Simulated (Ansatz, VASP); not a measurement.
## Two plane-wave programs on MoS2

```xyz
6
Lattice="3.1222 0.0000 0.0000 -1.5611 2.7039 0.0000 0.0000 0.0000 12.0794" Properties=species:S:1:pos:R:3 pbc="T T T"
Mo    1.5611    0.9013    3.0199
Mo    0.0000    1.8026    9.0596
S     1.5611    0.9013    7.5054
S     0.0000    1.8026    4.5740
S     1.5611    0.9013   10.6137
S     0.0000    1.8026    1.4657
```

Alike in both runs: functional LDA; k mesh 12 × 12 × 4; occupations gaussian, width 0.02 eV; no spin polarisation.

Ansatz relaxed the structure, and its values are those at the end. VASP's run is a single point on that final structure, the one shown.

```csv
,VASP,Ansatz
version,VASP 6.6.1,Ansatz 0.2.0
potentials or method,"VASP PAW LDA potentials, release 64 (Mo_sv, S), cutoff 520 eV","scalar-relativistic, plane waves, PAW"
valence electrons in the cell,52,52
```

```csv
,VASP,Ansatz,Ansatz less VASP
gap on the k mesh at the Fermi level (eV),0.74,0.73,-0.011
least direct gap on the mesh (eV),1.77,1.76,-0.007
pressure (GPa),0.1,0.0,-0.12
rms of the force components (eV/Å),0.008,0.000,-0.0075
```

LDA's correlation is that of Perdew and Zunger in VASP and of Perdew and Wang (1992) in Ansatz.
